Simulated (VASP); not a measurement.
Runs of VASP 6.6.1 on GaSb. The structure is that of space group F-43m (No. 216), or close to it. The cells are those of the table. 

```csv
cell,gap on the mesh (eV),pressure (GPa)
"a = 4.105 Å, angles 60.0°, 2 atoms",0.54,11.6
"a = 4.160, b = 4.160, c = 4.105 Å, angles 60.4, 60.4, 59.1°, 2 atoms",0.45,9.1
"a = 4.213 Å, angles 60.0°, 2 atoms",(b),4.8
"a = 4.323, b = 4.323, c = 4.213 Å, angles 60.8, 60.8, 58.3°, 2 atoms",-,1.5
"a = 4.215, b = 4.215, c = 4.105 Å, angles 60.9, 60.9, 58.3°, 2 atoms",(a),6.9
"a = 4.429 Å, angles 60.0°, 2 atoms",none,-3.1
"a = 4.268, b = 4.268, c = 4.321 Å, angles 59.6, 59.6, 60.8°, 2 atoms",-,1.5
"a = 4.484, b = 4.484, c = 4.429 Å, angles 60.4, 60.4, 59.2°, 2 atoms",none,-3.9
"a = 4.537 Å, angles 60.0°, 2 atoms",none,-5.2
```

Alike in all rows: task single point; level PBEsol; potentials or basis VASP PAW PBE potentials, release 64 (Ga_d, Sb); no spin polarisation; k mesh 18 × 18 × 18; cutoff (eV) 520; smearing gaussian 0.15 eV.

Q: Estimate the missing entries.

A: (a) 0.38; (b) 0.52.

Caveats: the PAW data sets were made with another functional, which shifts forces and pressure a little; spin-orbit coupling is left out, which moves the levels of the heavy elements; the cell stands under pressure (at least some runs); the cell stands under tension (at least some runs); semilocal functionals underestimate gaps, so a narrow gap can read as zero (at least some runs).

A k mesh can miss the band edges, and the runs leave out spin-orbit coupling on Ga, Sb.

A gap of «none» marks levels without a gap at the run's occupations.
